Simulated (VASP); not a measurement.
# Re (P6_3/mmc) in VASP: further runs, part 2 of 2

VASP 6.6.1. The steps go on from the part before.

## 3. Single point, PBE

This run uses another cell than the first one, of 15.89 Å³/atom.

INCAR reads:

```
PREC = Accurate
ENCUT = 600
EDIFF = 1E-6
ISMEAR = 1
SIGMA = 0.1
LREAL = False
LASPH = True
NELM = 120
ALGO = Normal
ISIF = 2
LWAVE = False
LCHARG = False
GGA = PE
NBANDS = 14
GGA_COMPAT = False
```

KPOINTS reads:

```
Automatic mesh
0
Gamma
  10 10 5
```

POSCAR reads:

```
Re
1.0
    2.8325409562      0.0000000000      0.0000000000
   -1.4162704781      2.4530494143      0.0000000000
    0.0000000000      0.0000000000      4.5740488593
Re
2
Direct
    0.3333333333      0.6666666667      0.2500000000
    0.6666666667      0.3333333333      0.7500000000
```

Potentials or basis: VASP PAW PBE potentials, release 64 (Re).

The run is started by

```bash
> cat potpaw_PBE.64/Re/POTCAR > POTCAR
> mpirun -np 1 vasp_std > vasp.out
```

OUTCAR:

```text
PREC = Accurate
   ENCUT = 600
   EDIFF = 1E-6
   ISMEAR = 1
   LREAL = False
   LASPH = True
   NELM = 120
   ISIF = 2
   GGA = PE

 ion  position               nearest neighbor table
   1  0.333  0.667  0.250-   2 2.81   2 2.81   2 2.81   2 2.81   2 2.81   2 2.81
   2  0.667  0.333  0.750-   1 2.81   1 2.81   1 2.81   1 2.81   1 2.81   1 2.81

  LATTYP: Found a hexagonal cell.
 ALAT       =     2.8325409562
 C/A-ratio  =     1.6148217908

  Lattice vectors:

 A1 = (   2.8325409562,   0.0000000000,   0.0000000000)
 A2 = (  -1.4162704781,   2.4530494143,   0.0000000000)
 A3 = (   0.0000000000,   0.0000000000,   4.5740488593)

Analysis of symmetry for initial positions (statically):
=====================================================================
 Subroutine PRICEL returns:
 Original cell was already a primitive cell.

 Routine SETGRP: Setting up the symmetry group for a
 hexagonal supercell.

 Subroutine GETGRP returns: Found 24 space group operations
 (whereof 12 operations were pure point group operations)
 out of a pool of 24 trial point group operations.

The static configuration has the point symmetry D_3d.
 The point group associated with its full space group is D_6h.

Analysis of symmetry for dynamics (positions and initial velocities):
=====================================================================
 Subroutine PRICEL returns:
 Original cell was already a primitive cell.

 Routine SETGRP: Setting up the symmetry group for a
 hexagonal supercell.

 Subroutine GETGRP returns: Found 24 space group operations
 (whereof 12 operations were pure point group operations)
 out of a pool of 24 trial point group operations.

The dynamic configuration has the point symmetry D_3d.
 The point group associated with its full space group is D_6h.

 Subroutine INISYM returns: Found 24 space group operations
 (whereof 12 operations are pure point group operations),
 and found     1 'primitive' translations

----------------------------------------------------------------------------------------

                                     Primitive cell

  volume of cell :      31.7822

  direct lattice vectors                    reciprocal lattice vectors
     2.832540956  0.000000000  0.000000000     0.353039909  0.203827936  0.000000000
    -1.416270478  2.453049414  0.000000000     0.000000000  0.407655873  0.000000000
     0.000000000  0.000000000  4.574048859     0.000000000  0.000000000  0.218624687

  length of vectors
     2.832540956  2.832538349  4.574048859     0.407655498  0.407655873  0.218624687

  position of ions in fractional coordinates (direct lattice)
     0.333333333  0.666666667  0.250000000
     0.666666667  0.333333333  0.750000000

  ion indices of the primitive-cell ions
   primitive index   ion index
                 1           1
                 2           2

----------------------------------------------------------------------------------------

 KPOINTS: Automatic mesh

Automatic generation of k-mesh.
 Grid dimensions read from file:
 generate k-points for:   10   10    5

 Generating k-lattice:

[... 41 lines left out ...]
  0.400000  0.100000  0.200000     24.000000
 [... further k-points ...]
   k-points           NKPTS =     42   k-points in BZ     NKDIM =     42   number of bands    NBANDS=     14
   number of dos      NEDOS =    301   number of ions     NIONS =      2
   total plane-waves  NPLWV =  23040
   dimension x,y,z NGX =    24 NGY =   24 NGZ =   40
   dimension x,y,z NGXF=    48 NGYF=   48 NGZF=   80
   ions per type =               2
   NGX,Y,Z   is equivalent  to a cutoff of  14.09, 14.09, 14.54 a.u.
   NGXF,Y,Z  is equivalent  to a cutoff of  28.17, 28.17, 29.08 a.u.
 SYSTEM =  unknown system
   PREC   = accura    normal or accurate (medium, high low for compatibility)
   ISTART =      0    job   : 0-new  1-cont  2-samecut
   ICHARG =      2    charge: 1-file 2-atom 10-const
   ISPIN  =      1    spin polarized calculation?
   LNONCOLLINEAR =      F non collinear calculations
   LSORBIT =      F    spin-orbit coupling
   LASPH  =      T    aspherical Exc in radial PAW
   ENCUT  =  600.0 eV  44.10 Ry    6.64 a.u.   5.66  5.66  9.14*2*pi/ulx,y,z
   NELM   =    120;   NELMIN=  2; NELMDL= -5     # of ELM steps
   EDIFF  = 0.1E-05   stopping-criterion for ELM
   LREAL  =      F    real-space projection
   EDIFFG = 0.1E-04   stopping-criterion for IOM
   NSW    =      0    number of steps for IOM
   IBRION =     -1    ionic relax: 0-MD 1-quasi-New 2-CG
   NFREE  =      0    steps in history (QN), initial steepest desc. (CG)
   ISIF   =      2    stress and relaxation
   ISYM   =      2    0-nonsym 1-usesym 2-fastsym
   POTIM  = 0.5000    time-step for ionic-motion
   TEBEG  =    0.0;   TEEND  =   0.0 temperature during run
   PSTRESS=    0.0 pullay stress
   NELECT =      14.0000    total number of electrons
   NUPDOWN=      -1.0000    fix difference up-down
   EMIN   =  10.00;   EMAX   =-10.00  energy-range for DOS
   EFERMI =   0.00;   METHOD = LEGACY
   ISMEAR =     1;   SIGMA  =   0.10  broadening in eV -4-tet -1-fermi 0-gaus
   EFERMI_NEDOS =   21; number of points for ismear=-14 and -15
   IALGO  =     38    algorithm
   IMIX   =      4    mixing-type and parameters
     AMIX     =   0.40;   BMIX     =  1.00
     AMIX_MAG =   1.60;   BMIX_MAG =  1.00
  volume/ion in A,a.u.               =      15.89       107.24
  Fermi-wavevector in a.u.,A,eV,Ry     =   1.245632  2.353903 21.110786  1.551599
  Thomas-Fermi vector in A             =   2.379846
   LORBIT       =      0    0 simple, 1 ext, 2 COOP (PROOUT), +10 PAW based schemes
   GGA     = PE    functional components
   LHFCALC =     F    Hartree Fock is set to
   AEXX    =    0.0000 exact exchange contribution
   IVDW    =     0    specifies the selected vdW correction
   LEPSILON=     F    determine dielectric tensor
   LRPA    =     F    only Hartree local field effects (RPA)
 non-spin polarized calculation
 Methfessel and Paxton  Order N= 1 SIGMA  =   0.10
  energy-cutoff  :      600.00
  volume of cell :       31.78
 maximum number of plane-waves:      1087
 NGX is ok and might be reduce to    24
   NGX = 11   NGY = 11   NGZ = 19

 number of electron      14.0000001 magnetization

 Free energy of the ion-electron system (eV)
  ---------------------------------------------------
  ext. energy  EPLUGINS =         0.00000000
  ---------------------------------------------------
  free energy    TOTEN  =       -24.72966338 eV

  energy without entropy =      -24.72930971  energy(sigma->0) =      -24.72954549

 E-fermi :   6.8887     XC(G=0): -13.3076

 val. band max:        6.8819765834   @ k =   0.2000   0.0000   0.0000
 cond. band min:       6.9014482026   @ k =   0.4000   0.1000   0.4000
 fundamental gap:      0.0194716192
 Fermi energy:         6.8887492977

 k-point     1 :       0.0000    0.0000    0.0000
  band No.  band energies     occupation
      1      -2.3727      2.00000
      2       0.8894      2.00000
      3       5.5658      2.00000
      4       5.5803      2.00000
      5       5.5803      2.00000
      6       6.3180      2.00000
      7       6.3180      2.00000
      8       7.1425     -0.00195
      9       7.1425     -0.00195
     10       7.4502     -0.00000
     11       9.9838      0.00000
     12       9.9838      0.00000
     13      15.9799      0.00000
     14      20.9978      0.00000
[... 377 lines left out ...]
      1       1.3193      2.00000
      2       2.0816      2.00000
      3       3.1667      2.00000
      4       3.7505      2.00000
      5       5.1979      2.00000
      6       6.5296      2.00000
      7       6.7475      2.06261
      8       9.5272      0.00000
      9      10.0441      0.00000
     10      10.6434      0.00000
     11      11.8360      0.00000
     12      13.8279      0.00000
     13      16.0216      0.00000
     14      17.9591      0.00000

 [... further k-points ...]

------------------------ aborting loop because EDIFF is reached ----------------------------------------

  FORCE on cell =-STRESS in cart. coord.  units (eV):
  Direction    XX          YY          ZZ          XY          YZ          ZX
  --------------------------------------------------------------------------------------
  -------------------------------------------------------------------------------------
  Total       -3.9499208     -3.9499111     -4.1486194     -0.0000000     -0.0000000      0.0000000
  in kB     -199.1203623   -199.1198735   -209.1370064     -0.0000000     -0.0000000      0.0000000
  external PRESSURE =    -202.4590807 kB  Pullay stress =       0.0000000 kB

 VOLUME and BASIS-vectors are now :
 -----------------------------------------------------------------------------
  energy-cutoff  :      600.00
  volume of cell :       31.78
      direct lattice vectors                 reciprocal lattice vectors
     2.832540956  0.000000000  0.000000000     0.353039909  0.203827936  0.000000000
    -1.416270478  2.453049414  0.000000000     0.000000000  0.407655873  0.000000000
     0.000000000  0.000000000  4.574048859     0.000000000  0.000000000  0.218624687

 POSITION                                       TOTAL-FORCE (eV/Angst)
 -----------------------------------------------------------------------------------
     -0.00000      1.63537      1.14351         0.000000      0.000000      0.000000
      1.41627      0.81768      3.43054        -0.000000     -0.000000      0.000000
 -----------------------------------------------------------------------------------
    total drift:                               -0.000000      0.000000     -0.000000

  FREE ENERGIE OF THE ION-ELECTRON SYSTEM (eV)
  ---------------------------------------------------
  free  energy   TOTEN  =       -24.7296633799 eV

  energy  without entropy=      -24.7293097119  energy(sigma->0) =      -24.72954549
```

OSZICAR:

```text
N       E                     dE             d eps       ncg     rms          rms(c)
DAV:   1     0.254619195683E+02    0.25462E+02   -0.72003E+03  2340   0.132E+03
DAV:   2    -0.250240515466E+02   -0.50486E+02   -0.44000E+02  2004   0.294E+02
DAV:   3    -0.262636282058E+02   -0.12396E+01   -0.12021E+01  1728   0.489E+01
DAV:   4    -0.262787979903E+02   -0.15170E-01   -0.15145E-01  1914   0.371E+00
DAV:   5    -0.262791042972E+02   -0.30631E-03   -0.30627E-03  1780   0.877E-01    0.367E+01
DAV:   6    -0.250896690566E+02    0.11894E+01   -0.10683E+00  2064   0.297E+01    0.132E+01
DAV:   7    -0.247441031837E+02    0.34557E+00   -0.58498E-01  2080   0.213E+01    0.985E-01
DAV:   8    -0.247307102914E+02    0.13393E-01   -0.92009E-03  2228   0.132E+00    0.302E-01
DAV:   9    -0.247296465012E+02    0.10638E-02   -0.62517E-04  2182   0.378E-01    0.472E-02
DAV:  10    -0.247296630363E+02   -0.16535E-04   -0.45330E-05  1812   0.539E-02    0.173E-02
DAV:  11    -0.247296648329E+02   -0.17965E-05   -0.47193E-07  1238   0.272E-02    0.324E-03
DAV:  12    -0.247296633766E+02    0.14563E-05   -0.23743E-07   882   0.131E-02    0.461E-03
DAV:  13    -0.247296633799E+02   -0.33070E-08   -0.15961E-07   816   0.162E-02
   1 F= -.24729663E+02 E0= -.24729545E+02  d E =-.353668E-03
```

stdout:

```text
POSCAR found type information on POSCAR Re
 POSCAR found :  1 types and       2 ions
 scaLAPACK will be used
 LDA part: xc-table for (Slater+PW92), standard interpolation
 POSCAR, INCAR and KPOINTS ok, starting setup
 FFT: planning ... GRIDC
 FFT: planning ... GRID_SOFT
 FFT: planning ... GRID
 WAVECAR not read
 entering main loop
```

Wall time 14 s (1 thread of Intel Xeon Platinum 8488C (Sapphire Rapids), shared host); peak memory 0.17 GiB.

Results:

| Quantity | Value |
| --- | --- |
| Free energy | -24.7297 eV |
| Pressure | -20.2 GPa |
| Band gap on the k mesh | zero (bands 7 and 8 overlap by 2.53 eV) |

Levels at points of the mesh, in eV from the Fermi level:
```
           k point  band 3  band 4  band 5  band 6  band 7  band 8  band 9  band 10  band 11  band 12
(0.00, 0.00, 0.00)   -1.32   -1.31   -1.31   -0.57   -0.57    0.25    0.25     0.56     3.10     3.10
(0.50, 0.00, 0.00)   -4.63   -1.64   -1.62   -1.18   -0.48    3.60    3.95     4.07     5.48     6.46
```

Caveat: the cell stands under tension; spin-orbit coupling is left out, which moves the levels of the heavy elements.

## 4. Single point, PBE

This run uses another cell than the first one, of 16.48 Å³/atom.

INCAR reads:

```
  PREC = Accurate
  ENCUT = 600
  EDIFF = 1E-6
  ISMEAR = 1
  SIGMA = 0.1
  LREAL = False
  LASPH = True
  NELM = 120
  ALGO = Normal
  ISIF = 2
  LWAVE = False
  LCHARG = False
  GGA = PE
  NBANDS = 14
  GGA_COMPAT = False
```

KPOINTS is that of step 3.

POSCAR reads:

```
Re
1.0
    2.8670875433      0.0000000000      0.0000000000
   -1.4335437716      2.4829675996      0.0000000000
    0.0000000000      0.0000000000      4.6298354410
Re
2
Direct
    0.3333333333      0.6666666667      0.2500000000
    0.6666666667      0.3333333333      0.7500000000
```

The run is started by

```bash
> cat potpaw_PBE.64/Re/POTCAR > POTCAR
> mpirun -np 1 vasp_std > vasp.out
```

Run time: 15 s. Hardware: 1 thread of Intel Xeon Platinum 8488C (Sapphire Rapids), shared host; peak memory 0.17 GiB.

It converged, with:

| Item | Value |
| --- | --- |
| Free energy | -24.5462 eV |
| Pressure | -29.4 GPa |
| Band gap on the k mesh | zero (bands 7 and 8 overlap by 2.40 eV) |

Stress tensor (GPa, compression positive):
```
-29.05   0.00   0.00
  0.00 -29.05   0.00
  0.00   0.00 -30.08
```

Levels at points of the mesh, in eV from the Fermi level:
```tsv
k point	band 3	band 4	band 5	band 6	band 7	band 8	band 9	band 10	band 11	band 12
(0.00, 0.00, 0.00)	-1.24	-1.23	-1.23	-0.53	-0.53	0.25	0.25	0.52	2.94	2.94
(0.50, 0.00, 0.00)	-4.39	-1.58	-1.54	-1.12	-0.46	3.40	3.73	3.84	5.20	6.16
```

Caveat: the cell stands under tension; spin-orbit coupling is left out, which moves the levels of the heavy elements.

## 5. The runs side by side

```csv
cell,gap on the mesh (eV),pressure (GPa)
"a = 2.797, b = 2.797, c = 4.517 Å, angles 90.0, 90.0, 120.0°, 2 atoms",none,-8.8
"a = 2.833, b = 2.833, c = 4.574 Å, angles 90.0, 90.0, 120.0°, 2 atoms",none,-20.2
"a = 2.867, b = 2.867, c = 4.630 Å, angles 90.0, 90.0, 120.0°, 2 atoms",none,-29.4
```

Alike in all rows: task single point; level PBE; potentials or basis VASP PAW PBE potentials, release 64 (Re); no spin polarisation; k mesh 10 × 10 × 5; cutoff (eV) 600; smearing methfessel-paxton 0.1 eV.

Caveats: the cell stands under tension; spin-orbit coupling is left out, which moves the levels of the heavy elements.

Absolute energies hang on the potentials; compare differences alone.
